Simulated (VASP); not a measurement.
# Al16BH3 in VASP: further runs

Runs on Al16BH3. Level: PBEsol. Tasks: single point.

Program: VASP 6.6.1. These are calculated values, not measurements. Logs are shortened: lines on timing, memory, paths and dates and some standing lists are left out, and cuts for length are marked.

## (1) The cell of the first run

The cell holds a slab with vacuum, 20 atoms: a = 8.100 Å, b = 5.728 Å, c = 17.296 Å, α = 90.00°, β = 90.00°, γ = 90.00°.

## (2) Single point, PBEsol

INCAR reads:

```
SYSTEM = Al16BH3
PREC     = Accurate       ! precision mode
ENCUT    = 520            ! plane-wave cutoff, eV
EDIFF    = 1E-6           ! SCF threshold, eV
ISMEAR   = 0              ! smearing method
SIGMA    = 0.15           ! smearing width, eV
LREAL    = Auto         
LASPH    = .True.         ! aspherical terms in the spheres
NELM     = 80             ! most SCF steps
ALGO     = Normal         ! electronic algorithm
ISIF     = 2              ! what is computed and relaxed
LWAVE    = .False.        ! write WAVECAR
LCHARG   = .True.         ! write CHGCAR
GGA      = PS             ! functional
LELF     = .True.         ! ELF
LVHAR    = .True.       
NBANDS   = 43             ! bands
```

KPOINTS reads:

```
Automatic mesh
0
Gamma
  2 3 1
  0 0 0
```

POSCAR reads:

```
Al16BH3
1.0
    8.1000000000      0.0000000000      0.0000000000
    0.0000000000      5.7275650000      0.0000000000
    0.0000000000      0.0000000000     17.2956740000
Al B H
16 1 3
Direct
    0.2500000000      0.2500000000      0.0578179000
    0.7500000000      0.2500000000      0.0578179000
    0.2500000000      0.7500000000      0.0578179000
    0.7500000000      0.7500000000      0.0578179000
   -0.0003194065      0.0005727402      0.1312685280
    0.4999722414      0.0030744581      0.1282559859
   -0.0000639942      0.4995361450      0.1301021283
    0.4999004558      0.4964309988      0.1305153425
    0.2461429697      0.2522075014      0.2115703679
    0.7527039219      0.2517901481      0.2117167473
    0.2499916440      0.7513683316      0.2156683818
    0.7484271085      0.7509515059      0.2160107545
   -0.0006825691      0.0021364784      0.2876269208
    0.4987345555      0.0110817307      0.2841271656
   -0.0007698890      0.5007486789      0.2870305287
    0.4987078472      0.5018621720      0.2869987244
    0.5027507838      0.2610526513      0.3850080721
    0.6359000745      0.2937129590      0.4150565949
    0.3811457883      0.3424473574      0.4162235744
    0.4743189906      0.0440181158      0.3898760645
```

Potentials or basis: VASP PAW PBE potentials, release 64 (Al, B, H).

On the command line:

```sh
$ cat potpaw_PBE.64/Al/POTCAR potpaw_PBE.64/B/POTCAR potpaw_PBE.64/H/POTCAR > POTCAR
$ mpirun -np 1 vasp_std > vasp.out
```

OUTCAR:

```text
SYSTEM = Al16BH3
   PREC = Accurate
   ENCUT = 520
   EDIFF = 1E-6
   ISMEAR = 0
   LREAL = Auto
   LASPH = .True.
   NELM = 80
   ISIF = 2
   GGA = PS

 ion  position               nearest neighbor table
   1  0.250  0.250  0.058-   9 2.66   6 2.75   8 2.77   7 2.78   5 2.79   3 2.86   3 2.86
   2  0.750  0.250  0.058-  10 2.66   6 2.75   8 2.77   7 2.78   5 2.78   4 2.86   4 2.86
   3  0.250  0.750  0.058-  11 2.73   6 2.77   7 2.78   5 2.79   8 2.79   1 2.86   1 2.86
   4  0.750  0.750  0.058-  12 2.74   6 2.77   7 2.78   5 2.79   8 2.79   2 2.86   2 2.86
   5  1.000  0.001  0.131-  13 2.70   2 2.78   4 2.79   1 2.79   3 2.79   9 2.83  10 2.83   7 2.86
                             7 2.87  11 2.88  12 2.89
   6  0.500  0.003  0.128-  14 2.70   1 2.75   2 2.75   3 2.77   4 2.77   8 2.83  10 2.88   9 2.89
                             8 2.90  12 2.91  11 2.91
   7  1.000  0.500  0.130-  15 2.71   2 2.78   1 2.78   4 2.78   3 2.78   9 2.82  10 2.83   5 2.86
                             5 2.87  11 2.89  12 2.90
   8  0.500  0.496  0.131-  16 2.71   1 2.77   2 2.77   3 2.79   4 2.79   6 2.83  10 2.85   9 2.85
                            12 2.89  11 2.90   6 2.90
   9  0.246  0.252  0.212-   1 2.66  14 2.77  15 2.78  13 2.79  16 2.82   7 2.82   5 2.83   8 2.85
                            11 2.86  11 2.87   6 2.89
  10  0.753  0.252  0.212-   2 2.66  14 2.78  15 2.78  13 2.79  16 2.82   5 2.83   7 2.83   8 2.85
                            12 2.86  12 2.87   6 2.88
  11  0.250  0.751  0.216-   3 2.73  16 2.76  14 2.77  15 2.78  13 2.78   9 2.86   9 2.87   5 2.88
                             7 2.89   8 2.90   6 2.91
  12  0.748  0.751  0.216-   4 2.74  16 2.76  15 2.77  14 2.77  13 2.78  10 2.86  10 2.87   5 2.89
                             8 2.89   7 2.90   6 2.91
  13  0.999  0.002  0.288-   5 2.70  12 2.78  11 2.78  10 2.79   9 2.79  15 2.86  15 2.87
  14  0.499  0.011  0.284-  20 1.85  17 2.26   6 2.70   9 2.77  11 2.77  12 2.77  10 2.78  16 2.81
                            16 2.92
  15  0.999  0.501  0.287-   7 2.71  12 2.77  11 2.78  10 2.78   9 2.78  13 2.86  13 2.87
  16  0.499  0.502  0.287-  17 2.19   8 2.71  11 2.76  12 2.76  14 2.81   9 2.82  10 2.82  14 2.92

  17  0.503  0.261  0.385-  18 1.21  19 1.22  20 1.27  16 2.19  14 2.26
  18  0.636  0.294  0.415-  17 1.21
  19  0.381  0.342  0.416-  17 1.22
  20  0.474  0.044  0.390-  17 1.27  14 1.85

  LATTYP: Found a simple orthorhombic cell.
 ALAT       =     5.7275650000
 B/A-ratio  =     1.4142135445
 C/A-ratio  =     3.0197254854

  Lattice vectors:

 A1 = (   0.0000000000,  -5.7275650000,   0.0000000000)
 A2 = (   8.1000000000,   0.0000000000,   0.0000000000)
 A3 = (   0.0000000000,   0.0000000000,  17.2956740000)

Analysis of symmetry for initial positions (statically):
=====================================================================
 Subroutine PRICEL returns:
 Original cell was already a primitive cell.

 Routine SETGRP: Setting up the symmetry group for a
 simple orthorhombic supercell.

 Subroutine GETGRP returns: Found  1 space group operations
 (whereof  1 operations were pure point group operations)
 out of a pool of  8 trial point group operations.

The static configuration has the point symmetry C_1 .

Analysis of symmetry for dynamics (positions and initial velocities):
=====================================================================
 Subroutine PRICEL returns:
 Original cell was already a primitive cell.

 Routine SETGRP: Setting up the symmetry group for a
 simple orthorhombic supercell.

 Subroutine GETGRP returns: Found  1 space group operations
 (whereof  1 operations were pure point group operations)
 out of a pool of  8 trial point group operations.

The dynamic configuration has the point symmetry C_1 .

 Subroutine INISYM returns: Found  1 space group operations
 (whereof  1 operations are pure point group operations),
 and found     1 'primitive' translations

----------------------------------------------------------------------------------------

                                     Primitive cell

  volume of cell :     802.4030

  direct lattice vectors                    reciprocal lattice vectors
     8.100000000  0.000000000  0.000000000     0.123456790  0.000000000  0.000000000
     0.000000000  5.727565000  0.000000000     0.000000000  0.174594265  0.000000000
     0.000000000  0.000000000 17.295674000     0.000000000  0.000000000  0.057817926

  length of vectors
     8.100000000  5.727565000 17.295674000     0.123456790  0.174594265  0.057817926

  position of ions in fractional coordinates (direct lattice)
     0.250000000  0.250000000  0.057817900
     0.750000000  0.250000000  0.057817900
     0.250000000  0.750000000  0.057817900
     0.750000000  0.750000000  0.057817900
     0.999680594  0.000572740  0.131268528
     0.499972241  0.003074458  0.128255986
[... 12 lines left out ...]
     0.381145788  0.342447357  0.416223574
     0.474318991  0.044018116  0.389876065

  ion indices of the primitive-cell ions
   primitive index   ion index
                 1           1
                 2           2
                 3           3
                 4           4
                 5           5
                 6           6
[... 12 lines left out ...]
                19          19
                20          20

----------------------------------------------------------------------------------------

 KPOINTS: Automatic mesh

Automatic generation of k-mesh.
 Grid dimensions read from file:
 generate k-points for:    2    3    1

 Generating k-lattice:

  Cartesian coordinates                     Fractional coordinates (reciprocal lattice)
     0.061728395  0.000000000  0.000000000     0.500000000  0.000000000  0.000000000
     0.000000000  0.058198088  0.000000000     0.000000000  0.333333333  0.000000000
     0.000000000  0.000000000  0.057817926     0.000000000  0.000000000  1.000000000

  Length of vectors
     0.061728395  0.058198088  0.057817926

  Shift w.r.t. Gamma in fractional coordinates (k-lattice)
     0.000000000  0.000000000  0.000000000

 Subroutine IBZKPT returns following result:
 ===========================================

 Found      4 irreducible k-points:

 Following reciprocal coordinates:
            Coordinates               Weight
  0.000000  0.000000  0.000000      1.000000
  0.500000  0.000000  0.000000      1.000000
  0.000000  0.333333  0.000000      2.000000
  0.500000  0.333333  0.000000      2.000000
   k-points           NKPTS =      4   k-points in BZ     NKDIM =      4   number of bands    NBANDS=     43
   number of dos      NEDOS =    301   number of ions     NIONS =     20
   total plane-waves  NPLWV = 403200
   dimension x,y,z NGX =    60 NGY =   48 NGZ =  140
   dimension x,y,z NGXF=   120 NGYF=   96 NGZF=  280
   ions per type =              16   1   3
   NGX,Y,Z   is equivalent  to a cutoff of  12.31, 13.93, 13.46 a.u.
   NGXF,Y,Z  is equivalent  to a cutoff of  24.63, 27.86, 26.91 a.u.
 SYSTEM =  Al16BH3
   PREC   = accura    normal or accurate (medium, high low for compatibility)
   ISTART =      0    job   : 0-new  1-cont  2-samecut
   ICHARG =      2    charge: 1-file 2-atom 10-const
   ISPIN  =      1    spin polarized calculation?
   LNONCOLLINEAR =      F non collinear calculations
   LSORBIT =      F    spin-orbit coupling
   LASPH  =      T    aspherical Exc in radial PAW
   ENCUT  =  520.0 eV  38.22 Ry    6.18 a.u.  15.06 10.65 32.16*2*pi/ulx,y,z
   NELM   =     80;   NELMIN=  2; NELMDL= -5     # of ELM steps
   EDIFF  = 0.1E-05   stopping-criterion for ELM
   LREAL  =      T    real-space projection
   EDIFFG = 0.1E-04   stopping-criterion for IOM
   NSW    =      0    number of steps for IOM
   IBRION =     -1    ionic relax: 0-MD 1-quasi-New 2-CG
   NFREE  =      0    steps in history (QN), initial steepest desc. (CG)
   ISIF   =      2    stress and relaxation
   ISYM   =      2    0-nonsym 1-usesym 2-fastsym
   POTIM  = 0.5000    time-step for ionic-motion
   TEBEG  =    0.0;   TEEND  =   0.0 temperature during run
   PSTRESS=    0.0 pullay stress
   NELECT =      54.0000    total number of electrons
   NUPDOWN=      -1.0000    fix difference up-down
   EMIN   =  10.00;   EMAX   =-10.00  energy-range for DOS
   EFERMI =   0.00;   METHOD = LEGACY
   ISMEAR =     0;   SIGMA  =   0.15  broadening in eV -4-tet -1-fermi 0-gaus
   EFERMI_NEDOS =   21; number of points for ismear=-14 and -15
   IALGO  =     38    algorithm
   IMIX   =      4    mixing-type and parameters
     AMIX     =   0.40;   BMIX     =  1.00
     AMIX_MAG =   1.60;   BMIX_MAG =  1.00
  volume/ion in A,a.u.               =      40.12       270.74
  Fermi-wavevector in a.u.,A,eV,Ry     =   0.665899  1.258367  6.033121  0.443422
  Thomas-Fermi vector in A             =   1.740036
   LORBIT       =      0    0 simple, 1 ext, 2 COOP (PROOUT), +10 PAW based schemes
   GGA     = PS    functional components
   LHFCALC =     F    Hartree Fock is set to
   AEXX    =    0.0000 exact exchange contribution
   IVDW    =     0    specifies the selected vdW correction
   LEPSILON=     F    determine dielectric tensor
   LRPA    =     F    only Hartree local field effects (RPA)
 non-spin polarized calculation
 Gauss-broadening in eV      SIGMA  =   0.15
  energy-cutoff  :      520.00
  volume of cell :      802.40
 maximum number of plane-waves:     21632
   NGX = 31   NGY = 21   NGZ = 65

 number of electron      53.9999999 magnetization

 Free energy of the ion-electron system (eV)
  ---------------------------------------------------
  ext. energy  EPLUGINS =         0.00000000
  ---------------------------------------------------
  free energy    TOTEN  =       -76.49428195 eV

  energy without entropy =      -76.41648628  energy(sigma->0) =      -76.45538412

 E-fermi :  -0.2652     XC(G=0):  -4.7149

 val. band max:       -0.2729348845   @ k =   0.0000   0.0000   0.0000
 cond. band min:      -0.1865523993   @ k =   0.0000   0.3333   0.0000
 fundamental gap:      0.0863824852
 Fermi energy:        -0.2652142256

 k-point     1 :       0.0000    0.0000    0.0000
  band No.  band energies     occupation
      1     -10.5960      2.00000
      2      -9.5446      2.00000
      3      -8.3168      2.00000
      4      -8.2424      2.00000
      5      -7.6617      2.00000
      6      -6.1735      2.00000
[... 31 lines left out ...]
     38       2.1322      0.00000
     39       2.3390      0.00000
[... 124 lines left out ...]
     38       2.7385      0.00000
     39       2.7734      0.00000
 [bands above 39 left out]

------------------------ aborting loop because EDIFF is reached ----------------------------------------

  FORCE on cell =-STRESS in cart. coord.  units (eV):
  Direction    XX          YY          ZZ          XY          YZ          ZX
  --------------------------------------------------------------------------------------
  -------------------------------------------------------------------------------------
  Total        5.2806376    -16.7483755      0.0766403     -0.0311397     -0.0012692      0.0012682
  in kB       10.5439760    -33.4418840      0.1530295     -0.0621773     -0.0025342      0.0025322
  external PRESSURE =      -7.5816262 kB  Pullay stress =       0.0000000 kB

 VOLUME and BASIS-vectors are now :
 -----------------------------------------------------------------------------
  energy-cutoff  :      520.00
  volume of cell :      802.40
      direct lattice vectors                 reciprocal lattice vectors
     8.100000000  0.000000000  0.000000000     0.123456790  0.000000000  0.000000000
     0.000000000  5.727565000  0.000000000     0.000000000  0.174594265  0.000000000
     0.000000000  0.000000000 17.295674000     0.000000000  0.000000000  0.057817926

 POSITION                                       TOTAL-FORCE (eV/Angst)
 -----------------------------------------------------------------------------------
      2.02500      1.43189      1.00000        -0.025264      0.038011     -0.126711
      6.07500      1.43189      1.00000         0.027396      0.031229     -0.123285
      2.02500      4.29567      1.00000         0.075927     -0.036729      0.103649
      6.07500      4.29567      1.00000        -0.078635     -0.031419      0.106734
      8.09741      0.00328      2.27038        -0.002735      0.000183     -0.001759
      4.04978      0.01761      2.21827         0.001359     -0.000712      0.001814
[... 12 lines left out ...]
      3.08728      1.96139      7.19887        -0.016709      0.009513      0.007111
      3.84198      0.25212      6.74317         0.000857     -0.012349     -0.002972
 -----------------------------------------------------------------------------------
    total drift:                                0.006149     -0.001145     -0.012679

  FREE ENERGIE OF THE ION-ELECTRON SYSTEM (eV)
  ---------------------------------------------------
  free  energy   TOTEN  =       -76.4942819548 eV

  energy  without entropy=      -76.4164862801  energy(sigma->0) =      -76.45538412
```

Wall time 9.3 min (1 thread of Intel Xeon 8259CL, shared host); peak memory 0.79 GiB.

Results:

- Free energy: -76.4943 eV
- Largest force: 0.136 eV/Å
- Band gap on the k mesh: 0.01 eV (least direct gap 0.10 eV)

Forces in eV/Å, atoms in the order of the input:
```
Al  -0.025  0.038 -0.127
Al   0.027  0.031 -0.123
Al   0.076 -0.037  0.104
Al  -0.079 -0.031  0.107
Al  -0.003  0.000 -0.002
Al   0.001 -0.001  0.002
Al  -0.001  0.002 -0.003
Al   0.001  0.002 -0.003
Al   0.001  0.000  0.003
Al  -0.001 -0.001  0.004
Al   0.001 -0.001  0.004
Al   0.000  0.000  0.002
Al   0.001  0.000  0.006
Al   0.000 -0.004  0.014
Al   0.001 -0.001  0.008
Al   0.003  0.004  0.004
B   -0.003 -0.002 -0.011
H    0.015  0.003  0.007
H   -0.017  0.010  0.007
H    0.001 -0.012 -0.003
```

Levels at points of the mesh, in eV from the valence-band top:
```csv
k point,band 24,band 25,band 26,band 27,band 28,band 29,band 30,band 31
"(0.00, 0.00, 0.00)",-0.96,-0.60,-0.60,-0.51,0.01,0.27,0.64,1.21
"(0.50, 0.00, 0.00)",-0.95,-0.93,-0.92,-0.74,0.22,0.60,0.61,1.46
```

Caveat: the smearing spreads over this small gap; there is no dipole correction, which matters where the two faces differ; the PAW data sets were made with another functional, which shifts forces and pressure a little.

(Part 1 of 2 ends here.)

The gap in the log of VASP goes by the Fermi energy; the results here count the filled bands.